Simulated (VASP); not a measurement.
# SnSe2 (P1) in VASP: single point with PBE+D3(BJ)

Aim: the single point of SnSe2 with PBE+D3(BJ).

All numbers are computed with VASP 6.6.1; they aren't measurements. Logs are shortened: lines on timing, memory, paths and dates and some standing lists are left out, and cuts for length are marked.

### 1 The cell of the first run

The typed cell holds 3 atoms: a = 3.811 Å, b = 3.811 Å, c = 6.137 Å, α = 90.00°, β = 90.00°, γ = 120.00°.

### 2 Single point, PBE+D3(BJ) (atoms displaced along a vibrational mode)

INCAR reads:

```
ALGO = Normal
EDIFF = 1E-7
ENCUT = 520
GGA = PE
ISIF = 2
ISMEAR = 0
IVDW = 12
LASPH = T
LCHARG = T
LELF = T
LREAL = F
LVHAR = T
LWAVE = F
NBANDS = 20
NELM = 100
PREC = Accurate
SIGMA = 0.05
```

KPOINTS reads:

```
k-points
0
Gamma
  12 12 6
```

POSCAR reads:

```
SnSe2
1.0
    3.8109987816      0.0000000000      0.0000000000
   -1.9054993908      3.3004217586      0.0000000000
    0.0000000000      0.0000000000      6.1370000000
Sn Se
1 2
Direct
   -0.0351200870     -0.0257096880      0.0000000000
    0.3597297670      0.6859901972      0.2500000000
    0.6930631003      0.3526568639      0.7500000000
```

Potentials or basis: VASP PAW PBE potentials, release 64 (Sn_d, Se).

Launch:

```
$ cat potpaw_PBE.64/Sn_d/POTCAR potpaw_PBE.64/Se/POTCAR > POTCAR
$ mpirun -np 1 vasp_std > vasp.out
```

OUTCAR:

```text
EDIFF = 1E-7
   ENCUT = 520
   GGA = PE
   ISIF = 2
   ISMEAR = 0
   IVDW = 12
   LASPH = T
   LREAL = F
   NELM = 100
   PREC = Accurate
 IVDW          = 12

 ion  position               nearest neighbor table
   1  0.965  0.974  0.000-   2 2.52   3 2.57   3 2.65   2 2.73   2 2.81   3 2.85
   2  0.360  0.686  0.250-   1 2.52   1 2.73   1 2.81
   3  0.693  0.353  0.750-   1 2.57   1 2.65   1 2.85

  LATTYP: Found a hexagonal cell.
 ALAT       =     3.8109987816
 C/A-ratio  =     1.6103390087

  Lattice vectors:

 A1 = (   3.8109987816,   0.0000000000,   0.0000000000)
 A2 = (  -1.9054993908,   3.3004217586,   0.0000000000)
 A3 = (   0.0000000000,   0.0000000000,   6.1370000000)

Analysis of symmetry for initial positions (statically):
=====================================================================
 Subroutine PRICEL returns:
 Original cell was already a primitive cell.

 Routine SETGRP: Setting up the symmetry group for a
 hexagonal supercell.

 Subroutine GETGRP returns: Found  1 space group operations
 (whereof  1 operations were pure point group operations)
 out of a pool of 24 trial point group operations.

The static configuration has the point symmetry C_1 .

Analysis of symmetry for dynamics (positions and initial velocities):
=====================================================================
 Subroutine PRICEL returns:
 Original cell was already a primitive cell.

 Routine SETGRP: Setting up the symmetry group for a
 hexagonal supercell.

 Subroutine GETGRP returns: Found  1 space group operations
 (whereof  1 operations were pure point group operations)
 out of a pool of 24 trial point group operations.

The dynamic configuration has the point symmetry C_1 .

 Subroutine INISYM returns: Found  1 space group operations
 (whereof  1 operations are pure point group operations),
 and found     1 'primitive' translations

----------------------------------------------------------------------------------------

                                     Primitive cell

  volume of cell :      77.1906

  direct lattice vectors                    reciprocal lattice vectors
     3.810998782  0.000000000  0.000000000     0.262398405  0.151495789  0.000000000
    -1.905499391  3.300421759  0.000000000     0.000000000  0.302991579  0.000000000
     0.000000000  0.000000000  6.137000000     0.000000000  0.000000000  0.162946065

[... 81 lines left out ...]
   LSORBIT =      F    spin-orbit coupling
   LASPH  =      T    aspherical Exc in radial PAW
   ENCUT  =  520.0 eV  38.22 Ry    6.18 a.u.   7.09  7.09 11.41*2*pi/ulx,y,z
   NELM   =    100;   NELMIN=  2; NELMDL= -5     # of ELM steps
   EDIFF  = 0.1E-06   stopping-criterion for ELM
   LREAL  =      F    real-space projection
   EDIFFG = 0.1E-05   stopping-criterion for IOM
   NSW    =      0    number of steps for IOM
   IBRION =     -1    ionic relax: 0-MD 1-quasi-New 2-CG
   NFREE  =      0    steps in history (QN), initial steepest desc. (CG)
   ISIF   =      2    stress and relaxation
   ISYM   =      2    0-nonsym 1-usesym 2-fastsym
   POTIM  = 0.5000    time-step for ionic-motion
   TEBEG  =    0.0;   TEEND  =   0.0 temperature during run
   PSTRESS=    0.0 pullay stress
   NELECT =      26.0000    total number of electrons
   NUPDOWN=      -1.0000    fix difference up-down
   EMIN   =  10.00;   EMAX   =-10.00  energy-range for DOS
   EFERMI =   0.00;   METHOD = LEGACY
   ISMEAR =     0;   SIGMA  =   0.05  broadening in eV -4-tet -1-fermi 0-gaus
   EFERMI_NEDOS =   21; number of points for ismear=-14 and -15
   IALGO  =     38    algorithm
   IMIX   =      4    mixing-type and parameters
     AMIX     =   0.40;   BMIX     =  1.00
     AMIX_MAG =   1.60;   BMIX_MAG =  1.00
  volume/ion in A,a.u.               =      25.73       173.64
  Fermi-wavevector in a.u.,A,eV,Ry     =   1.139054  2.152501 17.652812  1.297445
  Thomas-Fermi vector in A             =   2.275758
   LORBIT       =      0    0 simple, 1 ext, 2 COOP (PROOUT), +10 PAW based schemes
   GGA     = PE    functional components
   LHFCALC =     F    Hartree Fock is set to
   AEXX    =    0.0000 exact exchange contribution
   IVDW    =    12    specifies the selected vdW correction
   LEPSILON=     F    determine dielectric tensor
   LRPA    =     F    only Hartree local field effects (RPA)
 non-spin polarized calculation
 Gauss-broadening in eV      SIGMA  =   0.05
  energy-cutoff  :      520.00
  volume of cell :       77.19
 maximum number of plane-waves:      2109
   NGX = 15   NGY = 15   NGZ = 23

 number of electron      26.0000001 magnetization

 Free energy of the ion-electron system (eV)
  ---------------------------------------------------
  ext. energy  EPLUGINS =         0.00000000
  ---------------------------------------------------
  free energy    TOTEN  =       -11.60856699 eV

  energy without entropy =      -11.60856699  energy(sigma->0) =      -11.60856699

 E-fermi :   4.4786     XC(G=0):  -9.4543

 val. band max:        4.2019542254   @ k =  -0.0833   0.1667   0.0000
 cond. band min:       4.8761597432   @ k =   0.4167  -0.4167   0.3333
 fundamental gap:      0.6742055178
 Fermi energy:         4.4785924984

 k-point     1 :       0.0000    0.0000    0.0000
  band No.  band energies     occupation
      1     -17.1441      2.00000
      2     -17.1278      2.00000
      3     -17.0862      2.00000
      4     -17.0787      2.00000
      5     -17.0714      2.00000
      6      -9.8569      2.00000
[... 541 lines left out ...]
     19      11.9321      0.00000
     20      13.6437      0.00000

 [... further k-points ...]

------------------------ aborting loop because EDIFF is reached ----------------------------------------

 Edisp (eV)   -1.08312

 E8    (eV) :    -0.4739

  FORCE on cell =-STRESS in cart. coord.  units (eV):
  Direction    XX          YY          ZZ          XY          YZ          ZX
  --------------------------------------------------------------------------------------
  -------------------------------------------------------------------------------------
  Total       1.69763     1.68220     2.64745     0.24481    -0.00116    -0.70536
  in kB      35.23619    34.91603    54.95081     5.08128    -0.02402   -14.64045
  external pressure =       41.70 kB  Pullay stress =        0.00 kB

 VOLUME and BASIS-vectors are now :
 -----------------------------------------------------------------------------
  energy-cutoff  :      520.00
  volume of cell :       77.19
      direct lattice vectors                 reciprocal lattice vectors
     3.810998782  0.000000000  0.000000000     0.262398405  0.151495789  0.000000000
    -1.905499391  3.300421759  0.000000000     0.000000000  0.302991579  0.000000000
     0.000000000  0.000000000  6.137000000     0.000000000  0.000000000  0.162946065

 POSITION                                       TOTAL-FORCE (eV/Angst)
 -----------------------------------------------------------------------------------
      1.82065      3.21557      0.00000         1.021445      1.020631     -0.064973
      0.06378      2.26406      1.53425        -0.736202     -0.510569      1.027628
      1.96928      1.16392      4.60275        -0.285243     -0.510062     -0.962655
 -----------------------------------------------------------------------------------
    total drift:                                0.000005      0.000254      0.000001

  FREE ENERGIE OF THE ION-ELECTRON SYSTEM (eV)
  ---------------------------------------------------
  free  energy   TOTEN  =       -12.6916883045 eV

  energy  without entropy=      -12.6916883045  energy(sigma->0) =      -12.69168830
```

OSZICAR:

```text
N       E                     dE             d eps       ncg     rms          rms(c)
DAV:   1     0.207522028261E+03    0.20752E+03   -0.12113E+04 17864   0.150E+03
DAV:   2     0.122809438425E+02   -0.19524E+03   -0.18779E+03 18516   0.391E+02
DAV:   3    -0.110828284805E+02   -0.23364E+02   -0.22818E+02 21212   0.116E+02
DAV:   4    -0.118809460504E+02   -0.79812E+00   -0.79675E+00 20904   0.223E+01
DAV:   5    -0.118993065437E+02   -0.18360E-01   -0.18359E-01 24320   0.357E+00    0.536E+00
DAV:   6    -0.116309852150E+02    0.26832E+00   -0.52011E-01 26880   0.775E+00    0.346E+00
DAV:   7    -0.116084044226E+02    0.22581E-01   -0.17775E-01 20224   0.271E+00    0.103E+00
DAV:   8    -0.116080289525E+02    0.37547E-03   -0.14037E-02 21260   0.117E+00    0.312E-01
DAV:   9    -0.116085413108E+02   -0.51236E-03   -0.16701E-03 19840   0.306E-01    0.979E-02
DAV:  10    -0.116085339108E+02    0.74000E-05   -0.12075E-04 23792   0.834E-02    0.377E-02
DAV:  11    -0.116085654655E+02   -0.31555E-04   -0.46257E-05 19304   0.378E-02    0.689E-03
DAV:  12    -0.116085662196E+02   -0.75409E-06   -0.25474E-06 23392   0.114E-02    0.661E-03
DAV:  13    -0.116085668288E+02   -0.60917E-06   -0.25662E-06 19108   0.867E-03    0.261E-03
DAV:  14    -0.116085669467E+02   -0.11788E-06   -0.88688E-08 16768   0.177E-03    0.999E-04
DAV:  15    -0.116085669910E+02   -0.44306E-07   -0.27810E-08 14496   0.117E-03
   1 F= -.12691688E+02 E0= -.12691688E+02  d E =-.612528E-17
```

Run time: 5.4 min. Hardware: 1 thread of Intel Xeon Platinum 8488C (Sapphire Rapids), shared host; peak memory 0.71 GiB.

What came out:

* Free energy: -12.6917 eV
* Pressure: 4.2 GPa
* Largest force: 1.445 eV/Å
* Band gap on the k mesh: 0.67 eV (least direct gap 1.03 eV)
* Dispersion energy per atom: -0.361 eV

Forces on the atoms (eV/Å):
```
Sn   1.021  1.021 -0.065
Se  -0.736 -0.511  1.028
Se  -0.285 -0.510 -0.963
```

Caveat: the cell differs from its parent crystal (atoms displaced along a vibrational mode); the cell stands under pressure; spin-orbit coupling is left out, which moves the levels of the heavy elements; forces of over 1 eV/Å act on the atoms, so gaps and moduli don't describe the material at rest. A k mesh can miss the band edges.
